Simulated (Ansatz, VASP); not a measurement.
## Two plane-wave programs on Al3Cu

Contents of INCAR:

```
SYSTEM = Al3Cu
  ALGO = Fast
  EDIFF = 1E-6
  ENCUT = 520
  GGA = PS
  ISIF = 2
  ISMEAR = 0
  LASPH = .TRUE.
  LCHARG = .TRUE.
  LELF = .TRUE.
  LREAL = .FALSE.
  LVHAR = .TRUE.
  LWAVE = .FALSE.
  NBANDS = 18
  NELM = 80
  PREC = Accurate
  SIGMA = 0.15
```

The input KPOINTS:

```
k-points
0
G
  12 12 12
  0 0 0
```

Contents of POSCAR:

```
Al3Cu
1.0
    4.2329347336      0.0000000000      0.0000000000
    0.0000000000      3.8923537780      0.0000000000
    0.0000000000      0.0000000000      3.8923537780
Al Cu
3 1
Direct
    0.0000000000      0.5000000000      0.5000000000
    0.5000000000      0.0000000000      0.5000000000
    0.5000000000      0.5000000000      0.0000000000
    0.0000000000      0.0000000000      0.0000000000
```

Input for Ansatz:

```yaml
crystal:
  lattice:
    - [4.2329347336, 0.0, 0.0]
    - [0.0, 3.892353778, 0.0]
    - [0.0, 0.0, 3.892353778]
  atoms:
    - { symbol: Al, position: [0.0, 0.5, 0.5] }
    - { symbol: Al, position: [0.5, 0.0, 0.5] }
    - { symbol: Al, position: [0.5, 0.5, 0.0] }
    - { symbol: Cu, position: [0.0, 0.0, 0.0] }
basis:
  ecutwfc: 420
kpoints:
  mp_grid: { grid: [12, 12, 12] }
hamiltonian:
  xc: pbesol
scf:
  occupations: { method: gaussian, width: 0.15 }
output:
  forces: true
  stress: true
  eigenvalues: true
```

Change from the starting cell: strain +0.0875 x Voigt [1, 0, 0, 0, 0, 0], atoms carried along.

Alike in both runs: task single point; functional PBEsol; k mesh 12 × 12 × 12; occupations gaussian, width 0.15 eV; no spin polarisation.

```csv
,VASP,Ansatz
version,VASP 6.6.1,Ansatz 0.2.0
potentials or method,"VASP PAW PBE potentials, release 64 (Al, Cu), cutoff 520 eV","scalar-relativistic, plane waves, PAW"
valence electrons in the cell,20,28
```

VASP gave:

```
gap on the k mesh at the Fermi level (eV)                     : none
pressure (GPa)                                                : -6.1
traceless stress, the component that is largest in VASP (GPa) : -4.21
```

Q: What did Ansatz give for the same quantities?

A: gap on the k mesh at the Fermi level (eV): none; pressure (GPa): -6.5; traceless stress, the component that is largest in VASP (GPa): -4.18.

VASP's potentials were made for PBE, not for PBEsol. A gap of «none» marks a metal or a gap that the smearing closes. VASP's potentials hold 20 valence electrons a cell and Ansatz's 28, so a difference there can come from the potentials and not from the codes.
